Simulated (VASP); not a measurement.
Runs of VASP 6.6.1 on KI. Symmetry: Pm-3m, No. 221, cubic system. The conventional cell has a = 4.291 Å, b = 4.291 Å, c = 4.291 Å, α = 90.00°, β = 90.00°, γ = 90.00°. Within 4.9 Å of K (site symmetry m-3m) lie 8 I at 3.72 Å and 6 K at 4.29 Å. I (site symmetry m-3m) has 8 K at 3.72 Å and 6 I at 4.29 Å within 4.9 Å. 

```csv
level,spin,k mesh,grid for exact exchange (PRECFOCK),share of exact exchange,screening parameter,gap on the mesh (eV),pressure (GPa)
HSE06,off,4 × 4 × 4,Normal,0.25,0.2079 1/Å,(a),0.3
HF,off,4 × 4 × 4,Normal,1,-,(b),2.1
PBE,"non-collinear, zero start, SOC",6 × 6 × 6,-,-,-,-,0.5
PBE0,off,4 × 4 × 4,Normal,0.25,-,5.00,0.2
```

Alike in all rows: task single point; potentials or basis VASP PAW PBE potentials, release 64 (K_sv, I); cell as given; cutoff (eV) 520; smearing gaussian 0.01 eV.

**Question.** Estimate the missing entries.

**Answer.** (a) 4.30; (b) 10.39.

Caveats: the structure was generated, so it needn't be the stable form of KI; the PAW data sets were made with another functional, which shifts forces and pressure a little (at least some runs); spin-orbit coupling is left out, which moves the levels of the heavy elements (at least some runs).

A k mesh can miss the band edges, and rows without SOC leave out spin-orbit coupling on I.
